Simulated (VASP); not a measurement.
Set up this calculation in VASP 6.6.1, as the native input.

- Task: electric field gradients
- Functional: LDA
- Potentials or basis: VASP PAW LDA potentials, release 64 (As)
- Cutoff: 520 eV
- k mesh: 11 × 11 × 6
- Occupations: fermi-dirac, width 0.05 eV
- Spin: no spin polarisation
- Dipole correction: no
- Further INCAR settings: ALGO = Normal; EDIFF = 1e-08; NBANDS = 12

The structure of As lies in POSCAR:

```
As
1.0
    3.0031658500      0.0000000000      0.0000000000
   -1.5015829250      2.6008179178      0.0000000000
    0.0000000000      0.0000000000      4.8651286769
As
2
Direct
    0.1933333333      0.5966666667      0.1450000000
    0.8066666667      0.4033333333      0.8550000000
```

This cell differs from its parent crystal: shortest bond scaled by 0.58.

These files were run (other wordings do the same):

INCAR

```
  PREC = Accurate
  ENCUT = 520
  EDIFF = 1E-8
  ISMEAR = -1
  SIGMA = 0.05
  LREAL = F
  LASPH = T
  NELM = 80
  ALGO = Normal
  ISIF = 2
  LWAVE = F
  LCHARG = F
  LEFG = T
  NBANDS = 12
```

KPOINTS

```
regular mesh
0
Gamma
  11 11 6
```

Potentials or basis: VASP PAW LDA potentials, release 64 (As).

Run with:

```console
$ cat potpaw_LDA.64/As/POTCAR > POTCAR
$ mpirun -np 1 vasp_std > vasp.out
```

Results of the run:

```json
{
  "Pressure": "81.0 GPa",
  "Largest force": "26.973 eV/Å",
  "Band gap on the k mesh": "zero (band 5 reaches 8.05 eV, above the bottom of band 6 at 5.63 eV)"
}
```

Caveat: the cell differs from its parent crystal (shortest bond scaled by 0.58); without QUAD_EFG the Cq values of the log hold for a quadrupole moment of 1 mb, not for the nuclei; forces of over 1 eV/Å act on the atoms, so gaps and moduli don't describe the material at rest.

Run time: 42 s on 1 thread of Intel Xeon 6975P-C, on a shared host, peak memory 0.2 GiB.
